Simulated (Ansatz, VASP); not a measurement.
One calculation of Mo, two programs

```
Mo
1.0
    -1.57342    1.57342    1.57342
     1.57342   -1.57342    1.57342
     1.57342    1.57342   -1.57342
Mo
1
Direct
  0.00000 0.00000 0.00000
```

Alike in both runs: task single point; functional PBEsol; dispersion D4; k mesh 10 × 10 × 10; non-collinear spin, spin-orbit coupling.

|  | VASP | Ansatz |
| --- | --- | --- |
| version | VASP 6.6.1 | Ansatz 0.2.0 |
| potentials or method | VASP PAW PBE potentials, release 64 (Mo_sv) | plane waves, PAW |
| plane-wave cutoff (eV) | 500 | 420 |
| occupations | gaussian, width 0.1 eV | gaussian |
| valence electrons in the cell | 14 | 14 |

```csv
,VASP,Ansatz,Ansatz less VASP
net moment per atom (μB),0.00,0.00,0.000
```

VASP's potentials were made for PBE, not for PBEsol.
